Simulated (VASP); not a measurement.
# HC6 in VASP: further runs, part 2 of 2

VASP 6.6.1. The steps go on from the part before.

### Step 3. Single point, LDA

INCAR

```
SYSTEM = HC6
PREC     = Accurate       ! precision mode
ENCUT    = 520            ! plane-wave cutoff, eV
EDIFF    = 1E-6           ! SCF threshold, eV
ISMEAR   = 0              ! smearing method
SIGMA    = 0.1            ! smearing width, eV
LREAL    = .FALSE.        ! projectors in reciprocal space
LASPH    = .TRUE.         ! aspherical terms in the spheres
NELM     = 100            ! most SCF steps
ALGO     = Normal         ! electronic algorithm
ISIF     = 2              ! what is computed and relaxed
LWAVE    = .FALSE.        ! write WAVECAR
LCHARG   = .FALSE.        ! write CHGCAR
LDIPOL   = .TRUE.       
IDIPOL   = 3            
DIPOL    = 0.5 0.5 0.303
GGA      = CA             ! functional
NBANDS   = 38             ! bands
```

KPOINTS

```
Automatic mesh
0
G
  6 3 1
  0 0 0
```

POSCAR

```
HC6
1.0
    4.8895256614      0.0000000000      0.0000000000
   -1.2223814153      8.7849592876      0.0000000000
    0.0000000000      0.0000000000     22.7474729025
C H
12 2
Direct
    0.0193612757      0.0774451030      0.1758437088
    0.5193612758      0.0774451030      0.1758437088
    0.2742015947      0.0968063788      0.2059542860
    0.7742015947      0.0968063788      0.2059542860
    0.2838822326      0.1355289303      0.2661754406
    0.7838822326      0.1355289303      0.2661754406
    0.0386279421      0.1545151615      0.2955067254
    0.5386279421      0.1545151615      0.2955067254
    0.0488684834      0.1954807970      0.3583587359
    0.5488684834      0.1954807970      0.3583587359
    0.3031723044      0.2126952264      0.3845470194
    0.8031723044      0.2126952264      0.3845470194
    0.0488684834      0.1588387656      0.4324644300
    0.0488684834      0.2321228284      0.4324644300
```

Potentials or basis: VASP PAW LDA potentials, release 64 (C, H).

Command:

```sh
$ cat potpaw_LDA.64/C/POTCAR potpaw_LDA.64/H/POTCAR > POTCAR
$ mpirun -np 1 vasp_std > vasp.out
```

OUTCAR:

```text
SYSTEM = HC6
   PREC = Accurate
   ENCUT = 520
   EDIFF = 1E-6
   ISMEAR = 0
   LREAL = .FALSE.
   LASPH = .TRUE.
   NELM = 100
   ISIF = 2
   GGA = CA

 ion  position               nearest neighbor table
   1  0.019  0.077  0.176-   4 1.41   3 1.41
   2  0.519  0.077  0.176-   4 1.41   3 1.41
   3  0.274  0.097  0.206-   2 1.41   1 1.41   5 1.41
   4  0.774  0.097  0.206-   1 1.41   2 1.41   6 1.41
   5  0.284  0.136  0.266-   8 1.40   7 1.40   3 1.41
   6  0.784  0.136  0.266-   7 1.40   8 1.40   4 1.41
   7  0.039  0.155  0.296-   6 1.40   5 1.40   9 1.47
   8  0.539  0.155  0.296-   5 1.40   6 1.40  10 1.47
   9  0.049  0.195  0.358-  12 1.37  11 1.37   7 1.47
  10  0.549  0.195  0.358-  11 1.37  12 1.37   8 1.47
  11  0.303  0.213  0.385-  10 1.37   9 1.37
  12  0.803  0.213  0.385-   9 1.37  10 1.37
  13  0.049  0.159  0.432-  14 0.65
  14  0.049  0.232  0.432-  13 0.65

  LATTYP: Found a simple monoclinic cell.
 ALAT       =     4.8895256614
 B/A-ratio  =     4.6522862293
 C/A-ratio  =     1.8139991911
 COS(beta)  =    -0.1378170405

  Lattice vectors:

 A1 = (   4.8895256614,   0.0000000000,   0.0000000000)
 A2 = (   0.0000000000,   0.0000000000, -22.7474729025)
 A3 = (  -1.2223814153,   8.7849592876,   0.0000000000)

Analysis of symmetry for initial positions (statically):
=====================================================================
 Subroutine PRICEL returns:
 Original cell was already a primitive cell.

 Routine SETGRP: Setting up the symmetry group for a
 simple monoclinic supercell.

 Subroutine GETGRP returns: Found  1 space group operations
 (whereof  1 operations were pure point group operations)
 out of a pool of  4 trial point group operations.

[... 159 lines left out ...]
   NGX = 19   NGY = 33   NGZ = 85

 dipolmoment           0.000000      0.000000      0.225574 electrons x Angstroem

 number of electron      49.9999997 magnetization

 dipolmoment           0.000000      0.000000     -0.335660 electrons x Angstroem

 Free energy of the ion-electron system (eV)
  ---------------------------------------------------
  ext. energy  EPLUGINS =         0.00000000
  ---------------------------------------------------
  free energy    TOTEN  =      -112.96625691 eV

  energy without entropy =     -112.87860291  energy(sigma->0) =     -112.92242991

 E-fermi :  -4.3766     XC(G=0):  -1.8688

 val. band max:       -4.3829391267   @ k =   0.5000   0.3333   0.0000
 cond. band min:      -4.3112013118   @ k =   0.1667   0.0000   0.0000
 fundamental gap:      0.0717378149
 Fermi energy:        -4.3766009453

 k-point     1 :       0.0000    0.0000    0.0000
  band No.  band energies     occupation
      1     -23.1859      2.00000
      2     -21.7146      2.00000
      3     -19.4708      2.00000
      4     -18.9165      2.00000
      5     -18.8942      2.00000
      6     -17.5140      2.00000
[... 389 lines left out ...]
     36       1.5289      0.00000
     37       1.7293      0.00000
 [bands above 37 left out]

------------------------ aborting loop because EDIFF is reached ----------------------------------------

 vacuum level on the upper side and lower side of the slab       (xc-potential included)        -0.727         0.659

  FORCE on cell =-STRESS in cart. coord.  units (eV):
  Direction    XX          YY          ZZ          XY          YZ          ZX
  --------------------------------------------------------------------------------------
  -------------------------------------------------------------------------------------
  Total        0.6079676      4.6649815      7.3360062     -0.9966070      0.3904875     -0.0413640
  in kB        0.9968995      7.6492855     12.0290307     -1.6341611      0.6402920     -0.0678256
  external PRESSURE =       6.8917385 kB  Pullay stress =       0.0000000 kB

 VOLUME and BASIS-vectors are now :
 -----------------------------------------------------------------------------
  energy-cutoff  :      520.00
  volume of cell :      977.10
      direct lattice vectors                 reciprocal lattice vectors
     4.889525661  0.000000000  0.000000000     0.204518816  0.028457730  0.000000000
    -1.222381415  8.784959288  0.000000000     0.000000000  0.113830920  0.000000000
     0.000000000  0.000000000 22.747472903     0.000000000  0.000000000  0.043960927

 POSITION                                       TOTAL-FORCE (eV/Angst)
 -----------------------------------------------------------------------------------
     -0.00000      0.68035      4.00000        -0.000187      0.396632      1.897331
      2.44476      0.68035      4.00000         0.001535      0.527309      1.789525
      1.22238      0.85044      4.68494         0.033613     -0.817946     -3.142563
      3.66714      0.85044      4.68494        -0.035659     -0.826716     -3.148826
      1.22238      1.19062      6.05482         0.031706      0.205965      0.952251
      3.66714      1.19062      6.05482        -0.029724      0.217752      0.959091
     -0.00000      1.35741      6.72203         0.001408      0.753416      0.824145
      2.44476      1.35741      6.72203        -0.001290      0.289605      0.625332
     -0.00001      1.71729      8.15176        -0.008419     -0.378039     -5.305840
      2.44475      1.71729      8.15176         0.028172     -0.299139     -0.463186
      1.22237      1.86852      8.74747        -1.294057     -0.559779      0.647881
      3.66714      1.86852      8.74747         1.296289     -0.382588      0.641757
      0.04478      1.39539      9.83747         1.535836     -7.393667      1.727544
     -0.04480      2.03919      9.83747        -1.559223      8.267194      1.995560
 -----------------------------------------------------------------------------------
    total drift:                                0.000592      0.000276     -0.000027

  FREE ENERGIE OF THE ION-ELECTRON SYSTEM (eV)
  ---------------------------------------------------
  free  energy   TOTEN  =      -112.9662569128 eV

  energy  without entropy=     -112.8786029140  energy(sigma->0) =     -112.92242991

 vacuum level on the upper side and lower side of the slab         0.468         1.882
```

OSZICAR:

```text
N       E                     dE             d eps       ncg     rms          rms(c)
DAV:   1     0.418949447906E+03    0.41895E+03   -0.16587E+04   888   0.904E+02
DAV:   2    -0.234522484541E+02   -0.44240E+03   -0.41434E+03  1200   0.202E+02
DAV:   3    -0.118554481278E+03   -0.95102E+02   -0.94172E+02   976   0.103E+02
DAV:   4    -0.122338403808E+03   -0.37839E+01   -0.37572E+01   930   0.280E+01
[... 22 lines left out ...]
DAV:  27    -0.112966244752E+03   -0.17364E-04   -0.24400E-06   624   0.361E-03    0.160E-03
DAV:  28    -0.112966251198E+03   -0.64463E-05   -0.52027E-07   646   0.193E-03    0.310E-03
DAV:  29    -0.112966254593E+03   -0.33951E-05   -0.26020E-07   628   0.146E-03    0.140E-03
DAV:  30    -0.112966256361E+03   -0.17680E-05   -0.95032E-08   610   0.867E-04    0.966E-04
DAV:  31    -0.112966256913E+03   -0.55149E-06   -0.45194E-08   650   0.583E-04
   1 F= -.11296626E+03 E0= -.11292243E+03  d E =-.876540E-01
```

Run time: 32 min. Hardware: 1 thread of Intel Xeon 8259CL, shared host; peak memory 0.75 GiB.

Results:

| Property | Result |
| --- | --- |
| Free energy | -112.9663 eV |
| Largest force | 8.646 eV/Å |
| Band gap on the k mesh | zero (filled and empty bands touch) |

Forces on the atoms (eV/Å):
```
C    0.000  0.397  1.897
C    0.002  0.527  1.790
C    0.034 -0.818 -3.143
C   -0.036 -0.827 -3.149
C    0.032  0.206  0.952
C   -0.030  0.218  0.959
C    0.001  0.753  0.824
C   -0.001  0.290  0.625
C   -0.008 -0.378 -5.306
C    0.028 -0.299 -0.463
C   -1.294 -0.560  0.648
C    1.296 -0.383  0.642
H    1.536 -7.394  1.728
H   -1.559  8.267  1.996
```

### Step 4. Single point, LDA

INCAR

```
SYSTEM = HC6
PREC = Accurate ; ENCUT = 520
EDIFF = 1E-6 ; ISMEAR = 0
SIGMA = 0.1 ; LREAL = .FALSE.
LASPH = .TRUE. ; NELM = 100
ALGO = Normal ; ISIF = 2
LWAVE = .FALSE. ; LCHARG = .FALSE.
LDIPOL = .TRUE. ; IDIPOL = 3
DIPOL = 0.5 0.5 0.299 ; NBANDS = 38
```

KPOINTS is that of step 3.

Edit POSCAR of step 3 so:

```diff
@@ -20,3 +20,3 @@
     0.8031723044      0.2126952264      0.3845470194
-    0.0488684834      0.1588387656      0.4324644300
-    0.0488684834      0.2321228284      0.4324644300
+    0.0488684834      0.1436746019      0.4043294366
+    0.0488684834      0.2472869921      0.4043294366
```

Potentials or basis: VASP PAW LDA potentials, release 64 (C, H).

Command:

```sh
$ cat potpaw_LDA.64/C/POTCAR potpaw_LDA.64/H/POTCAR > POTCAR
$ mpirun -np 1 vasp_std > vasp.out
```

OUTCAR:

```text
SYSTEM = HC6
   PREC = Accurate
   ENCUT = 520
   EDIFF = 1E-6
   ISMEAR = 0
   LREAL = .FALSE.
   LASPH = .TRUE.
   NELM = 100
   ISIF = 2

 ion  position               nearest neighbor table
   1  0.019  0.077  0.176-   4 1.41   3 1.41
   2  0.519  0.077  0.176-   4 1.41   3 1.41
   3  0.274  0.097  0.206-   2 1.41   1 1.41   5 1.41
   4  0.774  0.097  0.206-   1 1.41   2 1.41   6 1.41
   5  0.284  0.136  0.266-   8 1.40   7 1.40   3 1.41
   6  0.784  0.136  0.266-   7 1.40   8 1.40   4 1.41
   7  0.039  0.155  0.296-   6 1.40   5 1.40   9 1.47
   8  0.539  0.155  0.296-   5 1.40   6 1.40  10 1.47
   9  0.049  0.195  0.358-  13 1.14  14 1.14  12 1.37  11 1.37   7 1.47
  10  0.549  0.195  0.358-  11 1.37  12 1.37   8 1.47
  11  0.303  0.213  0.385-  10 1.37   9 1.37  13 1.38  14 1.40
  12  0.803  0.213  0.385-  14 1.28   9 1.37  10 1.37
  13  0.049  0.144  0.404-   9 1.14  11 1.38
  14  0.049  0.247  0.404-   9 1.14  12 1.28  11 1.40

  LATTYP: Found a simple monoclinic cell.
 ALAT       =     4.8895256614
 B/A-ratio  =     4.6522862293
 C/A-ratio  =     1.8139991911
 COS(beta)  =    -0.1378170405

  Lattice vectors:

 A1 = (   4.8895256614,   0.0000000000,   0.0000000000)
 A2 = (   0.0000000000,   0.0000000000, -22.7474729025)
 A3 = (  -1.2223814153,   8.7849592876,   0.0000000000)

Analysis of symmetry for initial positions (statically):
=====================================================================
 Subroutine PRICEL returns:
 Original cell was already a primitive cell.

 Routine SETGRP: Setting up the symmetry group for a
 simple monoclinic supercell.

 Subroutine GETGRP returns: Found  1 space group operations
 (whereof  1 operations were pure point group operations)
 out of a pool of  4 trial point group operations.

[... 161 lines left out ...]
 dipolmoment           0.000000      0.000000      0.142634 electrons x Angstroem

 number of electron      49.9999996 magnetization

 dipolmoment           0.000000      0.000000     -0.094284 electrons x Angstroem

 Free energy of the ion-electron system (eV)
  ---------------------------------------------------
  ext. energy  EPLUGINS =         0.00000000
  ---------------------------------------------------
  free energy    TOTEN  =      -109.82551091 eV

  energy without entropy =     -109.75960892  energy(sigma->0) =     -109.79255992

 E-fermi :  -4.6808     XC(G=0):  -1.8425

 val. band max:       -4.6960602764   @ k =  -0.1667   0.3333   0.0000
 cond. band min:      -4.6357800467   @ k =   0.3333   0.0000   0.0000
 fundamental gap:      0.0602802297
 Fermi energy:        -4.6808216143

 k-point     1 :       0.0000    0.0000    0.0000
  band No.  band energies     occupation
      1     -25.4373      2.00000
      2     -23.0374      2.00000
      3     -20.7025      2.00000
      4     -19.2715      2.00000
      5     -19.1016      2.00000
      6     -18.1423      2.00000
[... 389 lines left out ...]
     36       1.4840      0.00000
     37       1.9409      0.00000
 [bands above 37 left out]

------------------------ aborting loop because EDIFF is reached ----------------------------------------

 vacuum level on the upper side and lower side of the slab       (xc-potential included)        -0.255         0.138

  FORCE on cell =-STRESS in cart. coord.  units (eV):
  Direction    XX          YY          ZZ          XY          YZ          ZX
  --------------------------------------------------------------------------------------
  -------------------------------------------------------------------------------------
  Total        2.8515639      6.1605136     17.2151126     -1.4309172      2.7375645     -0.2845957
  in kB        4.6757798     10.1015465     28.2280457     -2.3463102      4.4888522     -0.4666587
  external PRESSURE =      14.3351240 kB  Pullay stress =       0.0000000 kB

 VOLUME and BASIS-vectors are now :
 -----------------------------------------------------------------------------
  energy-cutoff  :      520.00
  volume of cell :      977.10
      direct lattice vectors                 reciprocal lattice vectors
     4.889525661  0.000000000  0.000000000     0.204518816  0.028457730  0.000000000
    -1.222381415  8.784959288  0.000000000     0.000000000  0.113830920  0.000000000
     0.000000000  0.000000000 22.747472903     0.000000000  0.000000000  0.043960927

 POSITION                                       TOTAL-FORCE (eV/Angst)
 -----------------------------------------------------------------------------------
     -0.00000      0.68035      4.00000         0.022600      0.535692      2.204423
      2.44476      0.68035      4.00000        -0.011065      0.536129      2.208104
      1.22238      0.85044      4.68494        -0.065077     -0.912606     -3.781596
      3.66714      0.85044      4.68494         0.054216     -0.969980     -3.847162
      1.22238      1.19062      6.05482        -0.241618      0.330427      1.384893
      3.66714      1.19062      6.05482         0.257461      0.362908      1.418141
     -0.00000      1.35741      6.72203         0.017458     -0.234603     -1.203499
      2.44476      1.35741      6.72203         0.002448      0.294256      0.791206
     -0.00001      1.71729      8.15176         0.099353     -1.992262    -13.670315
      2.44475      1.71729      8.15176         0.101603     -0.542059     -1.503033
      1.22237      1.86852      8.74747         0.067344      0.462539      2.558909
      3.66714      1.86852      8.74747        -0.149444      0.653565      2.324598
      0.06332      1.26218      9.19747         1.461002     -5.808053      4.160163
     -0.06334      2.17241      9.19747        -1.616281      7.284047      6.955168
 -----------------------------------------------------------------------------------
    total drift:                                0.000468      0.000394     -0.000172

  FREE ENERGIE OF THE ION-ELECTRON SYSTEM (eV)
  ---------------------------------------------------
  free  energy   TOTEN  =      -109.8255109113 eV

  energy  without entropy=     -109.7596089198  energy(sigma->0) =     -109.79255992

 vacuum level on the upper side and lower side of the slab         1.041         1.440
```

OSZICAR:

```text
N       E                     dE             d eps       ncg     rms          rms(c)
DAV:   1     0.425068951791E+03    0.42507E+03   -0.16740E+04   888   0.904E+02
DAV:   2    -0.214013602690E+02   -0.44647E+03   -0.42034E+03  1216   0.204E+02
DAV:   3    -0.115752458358E+03   -0.94351E+02   -0.93462E+02   970   0.103E+02
DAV:   4    -0.119541421409E+03   -0.37890E+01   -0.37536E+01   976   0.278E+01
[... 21 lines left out ...]
DAV:  26    -0.109825500176E+03   -0.14106E-04   -0.12692E-06   770   0.389E-03    0.132E-03
DAV:  27    -0.109825505927E+03   -0.57508E-05   -0.24465E-07   696   0.157E-03    0.414E-04
DAV:  28    -0.109825509136E+03   -0.32094E-05   -0.15027E-07   696   0.103E-03    0.851E-04
DAV:  29    -0.109825510292E+03   -0.11560E-05   -0.68754E-08   696   0.651E-04    0.224E-04
DAV:  30    -0.109825510911E+03   -0.61901E-06   -0.39080E-08   696   0.489E-04
   1 F= -.10982551E+03 E0= -.10979256E+03  d E =-.659020E-01
```

stdout:

```text
POSCAR found type information on POSCAR C H
 POSCAR found :  2 types and      14 ions
 scaLAPACK will be used
 LDA part: xc-table for (Slater(with rela. corr.)+CA(PZ))
 , standard interpolation
 POSCAR, INCAR and KPOINTS ok, starting setup
 FFT: planning ... GRIDC
 FFT: planning ... GRID_SOFT
 FFT: planning ... GRID
 WAVECAR not read
 entering main loop
```

Wall time 26 min (1 thread of Intel Xeon 8259CL, shared host); peak memory 0.76 GiB.

What came out:

| Quantity | Value |
| --- | --- |
| Free energy | -109.8255 eV |
| Largest force | 13.815 eV/Å |
| Band gap on the k mesh | zero (bands 25 and 26 overlap by 0.04 eV) |

Forces on the atoms (eV/Å):
```
C     0.023   0.536   2.204
C    -0.011   0.536   2.208
C    -0.065  -0.913  -3.782
C     0.054  -0.970  -3.847
C    -0.242   0.330   1.385
C     0.257   0.363   1.418
C     0.017  -0.235  -1.203
C     0.002   0.294   0.791
C     0.099  -1.992 -13.670
C     0.102  -0.542  -1.503
C     0.067   0.463   2.559
C    -0.149   0.654   2.325
H     1.461  -5.808   4.160
H    -1.616   7.284   6.955
```

Levels at points of the mesh, in eV from the Fermi level:
```tsv
k point	band 23	band 24	band 25	band 26	band 27	band 28
(0.00, 0.00, 0.00)	-1.09	-0.28	-0.04	0.13	0.63	1.35
(0.50, 0.00, 0.00)	-1.28	-0.77	-0.07	-0.06	2.67	2.80
```

### Step 5. The runs side by side

```tsv
cell	gap on the mesh (eV)	largest force (eV/Å)
as given, atomic positions A	none	18.16
as given, atomic positions B	none	8.65
as given, atomic positions C	none	13.82
```

Alike in all rows: task single point; level LDA; potentials or basis VASP PAW LDA potentials, release 64 (C, H); no spin polarisation; k mesh 6 × 3 × 1; cutoff (eV) 520; smearing gaussian 0.1 eV.

Total energies depend on the potentials used, so only differences within one code and one set of settings carry meaning.

The gap in the log of VASP goes by the Fermi energy; the results here count the filled bands.